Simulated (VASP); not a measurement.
A run of VASP 6.6.1:

Contents of INCAR:

```
SYSTEM = C
  PREC = Accurate
  ENCUT = 600
  EDIFF = 1E-6
  ISMEAR = 0
  SIGMA = 0.02
  LREAL = .False.
  LASPH = .True.
  NELM = 60
  ALGO = Normal
  ISIF = 3
  LWAVE = .False.
  LCHARG = .False.
  GGA = PE
  IVDW = 12
  IBRION = 2
  NSW = 80
  EDIFFG = -0.001
```

File KPOINTS:

```
Automatic mesh
0
Gamma
  18 18 18
  0 0 0
```

The input POSCAR:

```
C
1.0
    0.0000000000      2.1341717714      3.3921351648
    1.2328129398      0.0000000000      3.3921351648
    1.2328129398      2.1341717714      0.0000000000
C
2
Direct
    0.1666996624      0.8333003376      0.1666996624
    0.8333003376      0.1666996624      0.8333003376
```

Potentials or basis: VASP PAW PBE potentials, release 64 (C).

The run is started by

```sh
$ cat potpaw_PBE.64/C/POTCAR > POTCAR
$ mpirun -np 1 vasp_std > vasp.out
```

Hardware: 1 thread of Oxide Virtual Turin-like Processor, with other jobs on the host.

Estimate the wall time of this run.

Wall time 29 min on 1 thread of Oxide Virtual Turin-like Processor (shared host), peak memory 0.24 GiB. Counts: scf iterations 92, k points 865, ion steps 28.
